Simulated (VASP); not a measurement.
C:

```
C
1.0
     1.21981   -2.11279    0.00000
     1.21981    2.11279    0.00000
     0.00000    0.00000    7.12512
C
4
Direct
  0.91662 0.08338 0.75314
  0.41662 0.58338 0.24686
  0.08338 0.91662 0.24686
  0.58338 0.41662 0.75314
```

Base run:

```yaml
Program: VASP 6.6.1
Functional: PBE
Potentials_or_basis: VASP PAW PBE potentials, release 64 (C)
Cutoff: 520 eV
k_mesh: 12 × 12 × 4
Occupations: fermi-dirac, width 0.05 eV
Spin: no spin polarisation
```

Its results: band gap on the k mesh 0.02 eV; pressure 9.8 GPa; largest force 0.026 eV/Å.

**Question.** The run is repeated on the same cell with these changes: functional from PBE to LDA; potentials or basis from VASP PAW PBE potentials, release 64 (C) to VASP PAW LDA potentials, release 64 (C). What comes out?

**Answer.** Band gap on the k mesh 0.03 eV; pressure 2.2 GPa; largest force 0.026 eV/Å.

Caveats: this functional lacks dispersion, which binds the layers, so the pressure and a relaxed spacing across them are unreliable (some runs).

A k mesh can miss the band edges.
